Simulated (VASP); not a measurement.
Set up this calculation in VASP 6.6.1, as the native input.

```
Task                   : single point
Functional             : PBEsol
Potentials or basis    : VASP PAW PBE potentials, release 64 (Ga_d, Sb)
Cutoff                 : 520 eV
k mesh                 : 10 × 10 × 10
Occupations            : gaussian, width 0.01 eV
Spin                   : no spin polarisation
Dipole correction      : no
Further INCAR settings : ALGO = Normal; EDIFF = 1e-06; NBANDS = 16
```

The structure of GaSb (e600) lies in POSCAR:

```
GaSb
1.0
    0.0000000000      3.0559078450      3.0559078450
    3.0559078450      0.0000000000      3.0559078450
    3.0559078450      3.0559078450      0.0000000000
Ga Sb
1 1
Direct
    0.0000000000      0.0000000000      0.0000000000
    0.2500000000      0.2500000000      0.2500000000
```

These files were run (other wordings do the same):

INCAR

```
  PREC = Accurate
  ENCUT = 520
  EDIFF = 1E-6
  ISMEAR = 0
  SIGMA = 0.01
  LREAL = F
  LASPH = T
  NELM = 100
  ALGO = Normal
  ISIF = 2
  LWAVE = F
  LCHARG = F
  GGA = PS
  NBANDS = 16
```

KPOINTS

```
Automatic mesh
0
Gamma
  10 10 10
```

Potentials or basis: VASP PAW PBE potentials, release 64 (Ga_d, Sb).

Command:

```bash
$ cat potpaw_PBE.64/Ga_d/POTCAR potpaw_PBE.64/Sb/POTCAR > POTCAR
$ mpirun -np 1 vasp_std > vasp.out
```

Results of the run:

```
Pressure : 0.1 GPa
```

Caveat: the PAW data sets were made with another functional, which shifts forces and pressure a little.

Wall time 15 s on 1 thread of Intel(R) Xeon(R) Platinum 8488C (Sapphire Rapids) (shared host), peak memory 0.2 GiB.
